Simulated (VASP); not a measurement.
# Pd (Fm-3m) in VASP: further runs

Pd is run at these levels: r2SCAN; tasks: single point.

Program: VASP 6.6.1. These are calculated values, not measurements. Logs are shortened: lines on timing, memory, paths and dates and some standing lists are left out, and cuts for length are marked.

## 1. The cell of the first run

Symmetry: Fm-3m, No. 225, cubic system. Conventional cell: a = 3.946 Å, b = 3.946 Å, c = 3.946 Å, α = 90.00°, β = 90.00°, γ = 90.00°. Pd (site symmetry m-3m) has 12 Pd at 2.79 Å within 3.7 Å.

## 2. Single point, r2SCAN (volume scaled by 1.03)

POSCAR reads:

```
Pd
1.0
    0.0000000000      1.9730735654      1.9730735654
    1.9730735654      0.0000000000      1.9730735654
    1.9730735654      1.9730735654      0.0000000000
Pd
1
Direct
    0.0000000000      0.0000000000      0.0000000000
```

INCAR.step1 reads:

```
SYSTEM = Pd
PREC = Accurate
ENCUT = 520
ISMEAR = 0
SIGMA = 0.1
LREAL = .False.
LASPH = .True.
NELM = 80
NBANDS = 11
GGA = PE
ALGO = Normal
EDIFF = 1E-4
LWAVE = .True.
LCHARG = .False.
```

INCAR.step2 reads:

```
SYSTEM = Pd
PREC = Accurate
ENCUT = 520
EDIFF = 1E-7
ISMEAR = 0
SIGMA = 0.1
LREAL = .False.
LASPH = .True.
NELM = 80
ALGO = Normal
ISIF = 2
LWAVE = .False.
LCHARG = .True.
METAGGA = R2SCAN
LMIXTAU = .True.
LELF = .True.
LVHAR = .True.
NBANDS = 11
ISTART = 1
```

KPOINTS reads:

```
Automatic mesh
0
Gamma
  18 18 18
  0 0 0
```

Potentials or basis: VASP PAW PBE potentials, release 64 (Pd).

Command:

```sh
$ cat potpaw_PBE.64/Pd/POTCAR > POTCAR
$ cp INCAR.step1 INCAR
$ mpirun -np 1 vasp_std > vasp.out
$ cp INCAR.step2 INCAR
$ mpirun -np 1 vasp_std > vasp.out
```

OUTCAR:

```text
SYSTEM = Pd
   PREC = Accurate
   ENCUT = 520
   EDIFF = 1E-7
   ISMEAR = 0
   LREAL = .False.
   LASPH = .True.
   NELM = 80
   ISIF = 2
   METAGGA = R2SCAN
   ISTART = 1

 ion  position               nearest neighbor table
   1  0.000  0.000  0.000-

  LATTYP: Found a face centered cubic cell.
 ALAT       =     3.9461471308

  Lattice vectors:

 A1 = (   0.0000000000,   1.9730735654,   1.9730735654)
 A2 = (   1.9730735654,   0.0000000000,   1.9730735654)
 A3 = (   1.9730735654,   1.9730735654,   0.0000000000)

Analysis of symmetry for initial positions (statically):
=====================================================================
 Subroutine PRICEL returns:
 Original cell was already a primitive cell.

 Routine SETGRP: Setting up the symmetry group for a
 face centered cubic supercell.

 Subroutine GETGRP returns: Found 48 space group operations
 (whereof 48 operations were pure point group operations)
 out of a pool of 48 trial point group operations.

The static configuration has the point symmetry O_h .

Analysis of symmetry for dynamics (positions and initial velocities):
=====================================================================
 Subroutine PRICEL returns:
 Original cell was already a primitive cell.

 Routine SETGRP: Setting up the symmetry group for a
 face centered cubic supercell.

 Subroutine GETGRP returns: Found 48 space group operations
 (whereof 48 operations were pure point group operations)
 out of a pool of 48 trial point group operations.

The dynamic configuration has the point symmetry O_h .

 Subroutine INISYM returns: Found 48 space group operations
 (whereof 48 operations are pure point group operations),
 and found     1 'primitive' translations

----------------------------------------------------------------------------------------

                                     Primitive cell

  volume of cell :      15.3624

  direct lattice vectors                    reciprocal lattice vectors
     0.000000000  1.973073565  1.973073565    -0.253411737  0.253411737  0.253411737
     1.973073565  0.000000000  1.973073565     0.253411737 -0.253411737  0.253411737
     1.973073565  1.973073565  0.000000000     0.253411737  0.253411737 -0.253411737

  length of vectors
     2.790347396  2.790347396  2.790347396     0.438922004  0.438922004  0.438922004

  position of ions in fractional coordinates (direct lattice)
     0.000000000  0.000000000  0.000000000

  ion indices of the primitive-cell ions
   primitive index   ion index
                 1           1

[... 77 lines left out ...]
   ISIF   =      2    stress and relaxation
   ISYM   =      2    0-nonsym 1-usesym 2-fastsym
   POTIM  = 0.5000    time-step for ionic-motion
   TEBEG  =    0.0;   TEEND  =   0.0 temperature during run
   PSTRESS=    0.0 pullay stress
   NELECT =      10.0000    total number of electrons
   NUPDOWN=      -1.0000    fix difference up-down
   EMIN   =  10.00;   EMAX   =-10.00  energy-range for DOS
   EFERMI =   0.00;   METHOD = LEGACY
   ISMEAR =     0;   SIGMA  =   0.10  broadening in eV -4-tet -1-fermi 0-gaus
   EFERMI_NEDOS =   21; number of points for ismear=-14 and -15
   IALGO  =     38    algorithm
   IMIX   =      4    mixing-type and parameters
     AMIX     =   0.40;   BMIX     =  1.00
     AMIX_MAG =   1.60;   BMIX_MAG =  1.00
  volume/ion in A,a.u.               =      15.36       103.67
  Fermi-wavevector in a.u.,A,eV,Ry     =   1.418801  2.681146 27.388486  2.012997
  Thomas-Fermi vector in A             =   2.539889
   LORBIT       =      0    0 simple, 1 ext, 2 COOP (PROOUT), +10 PAW based schemes
   METAGGA = R2SCAN    functional components
   LHFCALC =     F    Hartree Fock is set to
   AEXX    =    0.0000 exact exchange contribution
   IVDW    =     0    specifies the selected vdW correction
   LEPSILON=     F    determine dielectric tensor
   LRPA    =     F    only Hartree local field effects (RPA)
 non-spin polarized calculation
 Gauss-broadening in eV      SIGMA  =   0.10
  energy-cutoff  :      520.00
  volume of cell :       15.36
 maximum number of plane-waves:       432
 NGX is ok and might be reduce to    24
   NGX = 11   NGY = 11   NGZ = 11

 number of electron      10.0000000 magnetization

 Free energy of the ion-electron system (eV)
  ---------------------------------------------------
  ext. energy  EPLUGINS =         0.00000000
  ---------------------------------------------------
  free energy    TOTEN  =       -22.94943636 eV

  energy without entropy =      -22.93809595  energy(sigma->0) =      -22.94376615

 E-fermi :   8.9359     XC(G=0): -13.8322

 val. band max:        8.9193336209   @ k =   0.5000   0.1111   0.0000
 cond. band min:       8.9420093637   @ k =   0.5000   0.1667   0.0000
 fundamental gap:      0.0226757428
 Fermi energy:         8.9359338768

 k-point     1 :       0.0000    0.0000    0.0000
  band No.  band energies     occupation
      1       2.0736      2.00000
      2       6.2075      2.00000
      3       6.2075      2.00000
      4       6.2075      2.00000
      5       7.7107      2.00000
      6       7.7107      2.00000
      7      26.9285      0.00000
      8      31.5384      0.00000
      9      31.6729      0.00000
     10      31.6729      0.00000
     11      31.6729      0.00000
[... 309 lines left out ...]
 k-point    24 :      -0.2222    0.0556    0.0000
  band No.  band energies     occupation
      1       3.7629      2.00000
      2       6.0336      2.00000
      3       6.5177      2.00000
      4       6.5443      2.00000
      5       7.6183      2.00000
      6       8.1305      2.00000
      7      24.2404      0.00000
      8      27.9008      0.00000
      9      31.5078      0.00000
     10      31.6795      0.00000
     11      34.2783      0.00000

 [... further k-points ...]
[... 5 lines left out ...]
  --------------------------------------------------------------------------------------
  -------------------------------------------------------------------------------------
  Total       -0.4333796     -0.4333796     -0.4333796      0.0000000      0.0000000      0.0000000
  in kB      -45.1980016    -45.1980016    -45.1980016      0.0000000      0.0000000      0.0000000
  external PRESSURE =     -45.1980016 kB  Pullay stress =       0.0000000 kB

 VOLUME and BASIS-vectors are now :
 -----------------------------------------------------------------------------
  energy-cutoff  :      520.00
  volume of cell :       15.36
      direct lattice vectors                 reciprocal lattice vectors
     0.000000000  1.973073565  1.973073565    -0.253411737  0.253411737  0.253411737
     1.973073565  0.000000000  1.973073565     0.253411737 -0.253411737  0.253411737
     1.973073565  1.973073565  0.000000000     0.253411737  0.253411737 -0.253411737

 POSITION                                       TOTAL-FORCE (eV/Angst)
 -----------------------------------------------------------------------------------
      0.00000      0.00000      0.00000         0.000000      0.000000      0.000000
 -----------------------------------------------------------------------------------
    total drift:                               -0.000000      0.000000     -0.000000

  FREE ENERGIE OF THE ION-ELECTRON SYSTEM (eV)
  ---------------------------------------------------
  free  energy   TOTEN  =       -22.9494363578 eV

  energy  without entropy=      -22.9380959507  energy(sigma->0) =      -22.94376615
```

OUTCAR.step1:

```text
SYSTEM = Pd
   PREC = Accurate
   ENCUT = 520
   ISMEAR = 0
   LREAL = .False.
   LASPH = .True.
   NELM = 80
[... 553 lines left out ...]
 -----------------------------------------------------------------------------------
      0.00000      0.00000      0.00000         0.000000      0.000000      0.000000
 -----------------------------------------------------------------------------------
    total drift:                               -0.000000      0.000000     -0.000000

  FREE ENERGIE OF THE ION-ELECTRON SYSTEM (eV)
  ---------------------------------------------------
  free  energy   TOTEN  =        -5.2258358926 eV

  energy  without entropy=       -5.2135575806  energy(sigma->0) =       -5.21969674
```

Run time: 2 min. Hardware: 1 thread of Intel Xeon Platinum 8488C (Sapphire Rapids), shared host; peak memory 0.17 GiB.

What came out:

| Item | Value |
| --- | --- |
| Free energy | -22.9494 eV |
| Pressure | -4.5 GPa |
| Band gap on the k mesh | zero (band 5 reaches 9.22 eV, above the bottom of band 6 at 7.66 eV) |

Caveat: the PAW data sets were made with another functional, which shifts forces and pressure a little.

## 3. Single point, r2SCAN (volume scaled by 1.06)

POSCAR reads:

```
Pd
1.0
    0.0000000000      1.9920465905      1.9920465905
    1.9920465905      0.0000000000      1.9920465905
    1.9920465905      1.9920465905      0.0000000000
Pd
1
Direct
    0.0000000000      0.0000000000      0.0000000000
```

INCAR.step1 reads:

```
SYSTEM = Pd
PREC     = Accurate       ! precision mode
ENCUT    = 520            ! plane-wave cutoff, eV
ISMEAR   = 0              ! smearing method
SIGMA    = 0.1            ! smearing width, eV
LREAL    = .FALSE.        ! projectors in reciprocal space
LASPH    = .TRUE.         ! aspherical terms in the spheres
NELM     = 100            ! most SCF steps
NBANDS   = 11             ! bands
GGA      = PE             ! functional
ALGO     = Normal         ! electronic algorithm
EDIFF    = 1E-4           ! SCF threshold, eV
LWAVE    = .TRUE.         ! write WAVECAR
LCHARG   = .FALSE.        ! write CHGCAR
```

INCAR.step2 reads:

```
SYSTEM = Pd
PREC     = Accurate       ! precision mode
ENCUT    = 520            ! plane-wave cutoff, eV
EDIFF    = 1E-7           ! SCF threshold, eV
ISMEAR   = 0              ! smearing method
SIGMA    = 0.1            ! smearing width, eV
LREAL    = .FALSE.        ! projectors in reciprocal space
LASPH    = .TRUE.         ! aspherical terms in the spheres
NELM     = 100            ! most SCF steps
ALGO     = Normal         ! electronic algorithm
ISIF     = 2              ! what is computed and relaxed
LWAVE    = .FALSE.        ! write WAVECAR
LCHARG   = .FALSE.        ! write CHGCAR
METAGGA  = R2SCAN         ! meta-GGA
LMIXTAU  = .TRUE.       
NBANDS   = 11             ! bands
ISTART   = 1
```

KPOINTS reads:

```
regular mesh
0
G
  18 18 18
  0 0 0
```

Potentials or basis: VASP PAW PBE potentials, release 64 (Pd).

Command:

```sh
$ cat potpaw_PBE.64/Pd/POTCAR > POTCAR
$ cp INCAR.step1 INCAR
$ mpirun -np 1 vasp_std > vasp.out
$ cp INCAR.step2 INCAR
$ mpirun -np 1 vasp_std > vasp.out
```

It took 1.9 min on 1 thread of Intel Xeon Platinum 8488C (Sapphire Rapids), shared host; peak memory 0.16 GiB.

The run converged. Its results:

- Free energy: -22.9308 eV
- Pressure: -8.8 GPa
- Band gap on the k mesh: zero (band 5 reaches 8.75 eV, above the bottom of band 6 at 7.26 eV)

Levels at points of the mesh, in eV from the Fermi level:
```
           k point  band 1  band 2  band 3  band 4  band 5  band 6  band 7  band 8  band 9  band 10
(0.00, 0.00, 0.00)   -6.64   -2.60   -2.60   -2.60   -1.17   -1.17   17.96   22.53   22.53    22.53
(0.50, 0.00, 0.00)   -4.88   -2.67   -2.67   -0.04   -0.04    1.45    7.16   17.34   21.40    21.40
(0.50, 0.50, 0.00)   -4.95   -4.71   -0.09    0.27    0.27    3.67   10.59   13.53   13.53    21.36
```

Caveat: the PAW data sets were made with another functional, which shifts forces and pressure a little.
